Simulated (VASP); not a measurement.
# Ru2Rh (P6_3/mmc) in VASP: notebook

The runs below take Ru2Rh through single point, with PBE.

Program: VASP 6.6.1. These are calculated values, not measurements. Logs are shortened: lines on timing, memory, paths and dates and some standing lists are left out, and cuts for length are marked.

## 1. The cell of the first run

The structure is hexagonal, space group P6_3/mmc (No. 194). Conventional cell: a = 2.724 Å, b = 2.724 Å, c = 12.944 Å, α = 90.00°, β = 90.00°, γ = 120.00°. Ru (site symmetry 3m) has 9 Ru at 2.61 to 2.72 Å and 3 Rh at 2.70 Å within 3.4 Å. Rh (site symmetry -6m2) has 6 Ru at 2.70 Å and 6 Rh at 2.72 Å within 3.6 Å.

The cell was built from a structure type or drawn by symmetry, and may not be a known phase.

## 2. Single point, PBE

File INCAR:

```
SYSTEM = Ru2Rh
ALGO = Normal ; EDIFF = 1E-7
ENCUT = 520 ; GGA = PE
ISIF = 2 ; ISMEAR = 0
LASPH = .TRUE. ; LCHARG = .FALSE.
LREAL = .FALSE. ; LWAVE = .FALSE.
NBANDS = 52 ; NELM = 60
PREC = Accurate ; SIGMA = 0.1
```

File KPOINTS:

```
k-points
0
G
  6 6 2
  0 0 0
```

File POSCAR:

```
Ru2Rh
1.0
    2.7241359000      0.0000000000      0.0000000000
   -1.3620680000      2.3591709000      0.0000000000
    0.0000000000      0.0000000000     12.9442816000
Ru Rh
4 2
Direct
    0.3333333000      0.6666667000      0.5806400000
    0.6666667000      0.3333333000      0.0806400000
    0.3333333000      0.6666667000      0.9193600000
    0.6666667000      0.3333333000      0.4193600000
    0.3333333000      0.6666667000      0.2500000000
    0.6666667000      0.3333333000      0.7500000000
```

Potentials or basis: VASP PAW PBE potentials, release 64 (Ru_pv, Rh_pv).

Run with:

```bash
cat potpaw_PBE.64/Ru_pv/POTCAR potpaw_PBE.64/Rh_pv/POTCAR > POTCAR
mpirun -np 1 vasp_std > vasp.out
```

OUTCAR:

```text
SYSTEM = Ru2Rh
   EDIFF = 1E-7
   ENCUT = 520
   GGA = PE
   ISIF = 2
   ISMEAR = 0
   LASPH = .TRUE.
   LREAL = .FALSE.
   NELM = 60
   PREC = Accurate

 ion  position               nearest neighbor table
   1  0.333  0.667  0.581-   4 2.61   4 2.61   4 2.61   6 2.70   6 2.70   6 2.70
   2  0.667  0.333  0.081-   3 2.61   3 2.61   3 2.61   5 2.70   5 2.70   5 2.70
   3  0.333  0.667  0.919-   2 2.61   2 2.61   2 2.61   6 2.70   6 2.70   6 2.70
   4  0.667  0.333  0.419-   1 2.61   1 2.61   1 2.61   5 2.70   5 2.70   5 2.70
   5  0.333  0.667  0.250-   2 2.70   4 2.70   2 2.70   4 2.70   2 2.70   4 2.70
   6  0.667  0.333  0.750-   1 2.70   3 2.70   1 2.70   3 2.70   1 2.70   3 2.70

  LATTYP: Found a hexagonal cell.
 ALAT       =     2.7241359000
 C/A-ratio  =     4.7517018516

  Lattice vectors:

 A1 = (   2.7241359000,   0.0000000000,   0.0000000000)
 A2 = (  -1.3620680000,   2.3591709000,   0.0000000000)
 A3 = (   0.0000000000,   0.0000000000,  12.9442816000)

Analysis of symmetry for initial positions (statically):
=====================================================================
 Subroutine PRICEL returns:
 Original cell was already a primitive cell.

 Routine SETGRP: Setting up the symmetry group for a
 hexagonal supercell.

 Subroutine GETGRP returns: Found 24 space group operations
 (whereof 12 operations were pure point group operations)
 out of a pool of 24 trial point group operations.

The static configuration has the point symmetry D_3d.
 The point group associated with its full space group is D_6h.

Analysis of symmetry for dynamics (positions and initial velocities):
=====================================================================
 Subroutine PRICEL returns:
 Original cell was already a primitive cell.

 Routine SETGRP: Setting up the symmetry group for a
 hexagonal supercell.

 Subroutine GETGRP returns: Found 24 space group operations
 (whereof 12 operations were pure point group operations)
 out of a pool of 24 trial point group operations.

The dynamic configuration has the point symmetry D_3d.
 The point group associated with its full space group is D_6h.

 Subroutine INISYM returns: Found 24 space group operations
 (whereof 12 operations are pure point group operations),
 and found     1 'primitive' translations

----------------------------------------------------------------------------------------

                                     Primitive cell

  volume of cell :      83.1890

  direct lattice vectors                    reciprocal lattice vectors
     2.724135900  0.000000000  0.000000000     0.367088881  0.211938872  0.000000000
    -1.362068000  2.359170900  0.000000000     0.000000000  0.423877728  0.000000000
     0.000000000  0.000000000 12.944281600     0.000000000  0.000000000  0.077254191

  length of vectors
     2.724135900  2.724135931 12.944281600     0.423877732  0.423877728  0.077254191

  position of ions in fractional coordinates (direct lattice)
     0.333333300  0.666666700  0.580640000
     0.666666700  0.333333300  0.080640000
     0.333333300  0.666666700  0.919360000
     0.666666700  0.333333300  0.419360000
     0.333333300  0.666666700  0.250000000
     0.666666700  0.333333300  0.750000000

  ion indices of the primitive-cell ions
   primitive index   ion index
                 1           1
                 2           2
                 3           3
                 4           4
                 5           5
                 6           6

----------------------------------------------------------------------------------------

 KPOINTS: k-points

Automatic generation of k-mesh.
 Grid dimensions read from file:
 generate k-points for:    6    6    2

 Generating k-lattice:

  Cartesian coordinates                     Fractional coordinates (reciprocal lattice)
     0.061181480  0.035323145  0.000000000     0.166666667  0.000000000  0.000000000
     0.000000000  0.070646288  0.000000000     0.000000000  0.166666667  0.000000000
     0.000000000  0.000000000  0.038627095     0.000000000  0.000000000  0.500000000

  Length of vectors
     0.070646289  0.070646288  0.038627095

  Shift w.r.t. Gamma in fractional coordinates (k-lattice)
     0.000000000  0.000000000  0.000000000

 Subroutine IBZKPT returns following result:
 ===========================================

 Found     14 irreducible k-points:

 Following reciprocal coordinates:
            Coordinates               Weight
  0.000000  0.000000  0.000000      1.000000
  0.166667 -0.000000  0.000000      6.000000
  0.333333 -0.000000  0.000000      6.000000
  0.500000  0.000000  0.000000      3.000000
  0.166667  0.166667  0.000000      6.000000
  0.333333  0.166667  0.000000     12.000000
  0.333333  0.333333  0.000000      2.000000
  0.000000  0.000000  0.500000      1.000000
  0.166667 -0.000000  0.500000      6.000000
  0.333333 -0.000000  0.500000      6.000000
  0.500000  0.000000  0.500000      3.000000
  0.166667  0.166667  0.500000      6.000000
  0.333333  0.166667  0.500000     12.000000
  0.333333  0.333333  0.500000      2.000000
   k-points           NKPTS =     14   k-points in BZ     NKDIM =     14   number of bands    NBANDS=     52
   number of dos      NEDOS =    301   number of ions     NIONS =      6
   total plane-waves  NPLWV =  38400
   dimension x,y,z NGX =    20 NGY =   20 NGZ =   96
   dimension x,y,z NGXF=    40 NGYF=   40 NGZF=  192
   ions per type =               4   2
   NGX,Y,Z   is equivalent  to a cutoff of  12.21, 12.21, 12.33 a.u.
   NGXF,Y,Z  is equivalent  to a cutoff of  24.41, 24.41, 24.66 a.u.
 SYSTEM =  Ru2Rh
   PREC   = accura    normal or accurate (medium, high low for compatibility)
   ISTART =      0    job   : 0-new  1-cont  2-samecut
   ICHARG =      2    charge: 1-file 2-atom 10-const
   ISPIN  =      1    spin polarized calculation?
   LNONCOLLINEAR =      F non collinear calculations
   LSORBIT =      F    spin-orbit coupling
   LASPH  =      T    aspherical Exc in radial PAW
   ENCUT  =  520.0 eV  38.22 Ry    6.18 a.u.   5.07  5.07 24.07*2*pi/ulx,y,z
   NELM   =     60;   NELMIN=  2; NELMDL= -5     # of ELM steps
   EDIFF  = 0.1E-06   stopping-criterion for ELM
   LREAL  =      F    real-space projection
   EDIFFG = 0.1E-05   stopping-criterion for IOM
   NSW    =      0    number of steps for IOM
   IBRION =     -1    ionic relax: 0-MD 1-quasi-New 2-CG
   NFREE  =      0    steps in history (QN), initial steepest desc. (CG)
   ISIF   =      2    stress and relaxation
   ISYM   =      2    0-nonsym 1-usesym 2-fastsym
   POTIM  = 0.5000    time-step for ionic-motion
   TEBEG  =    0.0;   TEEND  =   0.0 temperature during run
   PSTRESS=    0.0 pullay stress
   NELECT =      86.0000    total number of electrons
   NUPDOWN=      -1.0000    fix difference up-down
   EMIN   =  10.00;   EMAX   =-10.00  energy-range for DOS
   EFERMI =   0.00;   METHOD = LEGACY
   ISMEAR =     0;   SIGMA  =   0.10  broadening in eV -4-tet -1-fermi 0-gaus
   EFERMI_NEDOS =   21; number of points for ismear=-14 and -15
   IALGO  =     38    algorithm
   IMIX   =      4    mixing-type and parameters
     AMIX     =   0.40;   BMIX     =  1.00
     AMIX_MAG =   1.60;   BMIX_MAG =  1.00
  volume/ion in A,a.u.               =      13.86        93.56
  Fermi-wavevector in a.u.,A,eV,Ry     =   1.655334  3.128127 37.281736  2.740130
  Thomas-Fermi vector in A             =   2.743448
   LORBIT       =      0    0 simple, 1 ext, 2 COOP (PROOUT), +10 PAW based schemes
   GGA     = PE    functional components
   LHFCALC =     F    Hartree Fock is set to
   AEXX    =    0.0000 exact exchange contribution
   IVDW    =     0    specifies the selected vdW correction
   LEPSILON=     F    determine dielectric tensor
   LRPA    =     F    only Hartree local field effects (RPA)
 non-spin polarized calculation
 Gauss-broadening in eV      SIGMA  =   0.10
  energy-cutoff  :      520.00
  volume of cell :       83.19
 maximum number of plane-waves:      2271
   NGX = 11   NGY = 11   NGZ = 49

 number of electron      86.0000004 magnetization

 Free energy of the ion-electron system (eV)
  ---------------------------------------------------
  ext. energy  EPLUGINS =         0.00000000
  ---------------------------------------------------
  free energy    TOTEN  =       -51.26034676 eV

  energy without entropy =      -51.19034540  energy(sigma->0) =      -51.22534608

 E-fermi :  12.3954     XC(G=0): -13.9829

 val. band max:       12.3869260623   @ k =   0.0000   0.0000   0.5000
 cond. band min:      12.4024210146   @ k =   0.3333  -0.0000   0.5000
 fundamental gap:      0.0154949523
 Fermi energy:        12.3953724301

 k-point     1 :       0.0000    0.0000    0.0000
  band No.  band energies     occupation
      1     -34.5369      2.00000
      2     -34.5340      2.00000
      3     -34.0374      2.00000
      4     -34.0374      2.00000
      5     -34.0373      2.00000
      6     -34.0373      2.00000
[... 44 lines left out ...]
     51      13.1836      0.00000
     52      13.2134      0.00000

 k-point     2 :       0.1667   -0.0000    0.0000
  band No.  band energies     occupation
      1     -34.5163      2.00000
      2     -34.5148      2.00000
      3     -34.1638      2.00000
      4     -34.1635      2.00000
      5     -34.0674      2.00000
      6     -34.0674      2.00000
[... 44 lines left out ...]
     51      13.4230      0.00000
     52      14.1568      0.00000

 k-point     3 :       0.3333   -0.0000    0.0000
  band No.  band energies     occupation
      1     -34.4761      2.00000
      2     -34.4756      2.00000
      3     -34.4111      2.00000
      4     -34.4106      2.00000
      5     -34.1271      2.00000
      6     -34.1270      2.00000
[... 44 lines left out ...]
     51      13.6985      0.00000
     52      16.1707      0.00000
[... 496 lines left out ...]
 k-point    13 :       0.3333    0.1667    0.5000
  band No.  band energies     occupation
      1     -34.4696      2.00000
      2     -34.4696      2.00000
      3     -34.4560      2.00000
      4     -34.4560      2.00000
      5     -34.2216      2.00000
      6     -34.2216      2.00000
[... 44 lines left out ...]
     51      16.6670      0.00000
     52      16.6670      0.00000

 k-point    14 :       0.3333    0.3333    0.5000
  band No.  band energies     occupation
      1     -34.4459      2.00000
      2     -34.4459      2.00000
      3     -34.3885      2.00000
      4     -34.3885      2.00000
      5     -34.3804      2.00000
      6     -34.3804      2.00000
[... 44 lines left out ...]
     51      19.3348      0.00000
     52      19.3348      0.00000

------------------------ aborting loop because EDIFF is reached ----------------------------------------

  FORCE on cell =-STRESS in cart. coord.  units (eV):
  Direction    XX          YY          ZZ          XY          YZ          ZX
  --------------------------------------------------------------------------------------
  -------------------------------------------------------------------------------------
  Total        1.7799882      1.7799882     -2.2478239     -0.0000000      0.0000000     -0.0000000
  in kB       34.2816394     34.2816396    -43.2919089     -0.0000007      0.0000000     -0.0000000
  external PRESSURE =       8.4237900 kB  Pullay stress =       0.0000000 kB

 VOLUME and BASIS-vectors are now :
 -----------------------------------------------------------------------------
  energy-cutoff  :      520.00
  volume of cell :       83.19
      direct lattice vectors                 reciprocal lattice vectors
     2.724135900  0.000000000  0.000000000     0.367088881  0.211938872  0.000000000
    -1.362068000  2.359170900  0.000000000     0.000000000  0.423877728  0.000000000
     0.000000000  0.000000000 12.944281600     0.000000000  0.000000000  0.077254191

 POSITION                                       TOTAL-FORCE (eV/Angst)
 -----------------------------------------------------------------------------------
     -0.00000      1.57278      7.51597        -0.000000      0.000000     -0.029617
      1.36207      0.78639      1.04383         0.000000     -0.000000     -0.029617
     -0.00000      1.57278     11.90045         0.000000      0.000000      0.029617
      1.36207      0.78639      5.42831         0.000000     -0.000000      0.029617
     -0.00000      1.57278      3.23607        -0.000000      0.000000      0.000000
      1.36207      0.78639      9.70821         0.000000      0.000000      0.000000
 -----------------------------------------------------------------------------------
    total drift:                               -0.000138      0.000084     -0.000012

  FREE ENERGIE OF THE ION-ELECTRON SYSTEM (eV)
  ---------------------------------------------------
  free  energy   TOTEN  =       -51.2603467582 eV

  energy  without entropy=      -51.1903454043  energy(sigma->0) =      -51.22534608
```

Wall time 42 s (1 thread of Intel Xeon Platinum 8488C (Sapphire Rapids), shared host); peak memory 0.21 GiB.

What came out:

```
Free energy            : -51.2603 eV
Pressure               : 0.8 GPa
Largest force          : 0.030 eV/Å
Band gap on the k mesh : zero (bands 43 and 44 overlap by 2.60 eV)
```

Forces on the atoms (eV/Å):
```
Ru   0.000  0.000 -0.030
Ru   0.000  0.000 -0.030
Ru   0.000  0.000  0.030
Ru   0.000  0.000  0.030
Rh   0.000  0.000  0.000
Rh   0.000  0.000  0.000
```

Stress tensor (GPa, compression positive):
```
 3.43  0.00  0.00
 0.00  3.43  0.00
 0.00  0.00 -4.33
```

Caveat: the k points lie up to 0.44 Å⁻¹ apart, too coarse for converged energies and pressures of a metal.

## 3. Single point, PBE, collinear spin, ferromagnetic start

File INCAR:

```
SYSTEM = Ru2Rh
PREC = Accurate
ENCUT = 520
EDIFF = 1E-7
ISMEAR = 0
SIGMA = 0.1
LREAL = .FALSE.
LASPH = .TRUE.
NELM = 150
ALGO = Normal
ISIF = 2
LWAVE = .FALSE.
LCHARG = .FALSE.
ISPIN = 2
MAGMOM = 1 1 1 1 1 1
LORBIT = 11
LMAXMIX = 4
GGA = PE
NBANDS = 56
```

File KPOINTS:

```
regular mesh
0
G
  6 6 2
  0 0 0
```

POSCAR is that of step 2.

Potentials or basis: VASP PAW PBE potentials, release 64 (Ru_pv, Rh_pv).

Run with:

```bash
cat potpaw_PBE.64/Ru_pv/POTCAR potpaw_PBE.64/Rh_pv/POTCAR > POTCAR
mpirun -np 1 vasp_std > vasp.out
```

It took 1.9 min on 1 thread of Intel Xeon Platinum 8488C (Sapphire Rapids), shared host; peak memory 0.27 GiB.

Results (log left out):

```
Free energy                                           : -51.2603 eV
Pressure                                              : 0.8 GPa
Largest force                                         : 0.030 eV/Å
Band gap on the k mesh                                : zero (filled and empty bands overlap)
Net moment                                            : 0.00 μB per cell
Valence electrons inside the program's atomic spheres : Ru 12.62; Rh 13.80
```

Forces on the atoms (eV/Å):
```
Ru   0.000  0.000 -0.030
Ru   0.000  0.000 -0.030
Ru   0.000  0.000  0.030
Ru   0.000  0.000  0.030
Rh   0.000  0.000  0.000
Rh   0.000  0.000  0.000
```

Stress tensor (GPa, compression positive):
```
 3.43  0.00  0.00
 0.00  3.43  0.00
 0.00  0.00 -4.33
```

Levels at points of the mesh, in eV from the Fermi level:
Spin up:
| k point | band 39 | band 40 | band 41 | band 42 | band 43 | band 44 | band 45 | band 46 |
| --- | --- | --- | --- | --- | --- | --- | --- | --- |
| (0.00, 0.00, 0.00) | -2.20 | -1.80 | -1.77 | -1.77 | -1.58 | -0.83 | -0.83 | -0.54 |
| (0.50, 0.00, 0.00) | 0.07 | 0.55 | 0.66 | 1.09 | 1.13 | 1.27 | 1.28 | 1.32 |
| (0.00, 0.00, 0.50) | -2.35 | -2.35 | -1.41 | -1.41 | -1.41 | -1.41 | -0.01 | -0.01 |
| (0.50, 0.00, 0.50) | 0.04 | 0.04 | 0.52 | 0.52 | 0.93 | 0.93 | 1.29 | 1.29 |
Spin down:
```tsv
k point	band 38	band 39	band 40	band 41	band 42	band 43	band 44	band 45	band 46	band 47
(0.00, 0.00, 0.00)	-2.20	-2.20	-1.80	-1.77	-1.77	-1.58	-0.83	-0.83	-0.54	-0.54
(0.50, 0.00, 0.00)	-0.63	0.08	0.55	0.66	1.09	1.13	1.27	1.28	1.32	1.53
(0.00, 0.00, 0.50)	-2.35	-2.35	-2.35	-1.41	-1.41	-1.41	-1.41	-0.01	-0.01	-0.01
(0.50, 0.00, 0.50)	-0.50	0.04	0.04	0.52	0.52	0.93	0.93	1.29	1.29	1.53
```

Caveat: the k points lie up to 0.44 Å⁻¹ apart, too coarse for converged energies and pressures of a metal.
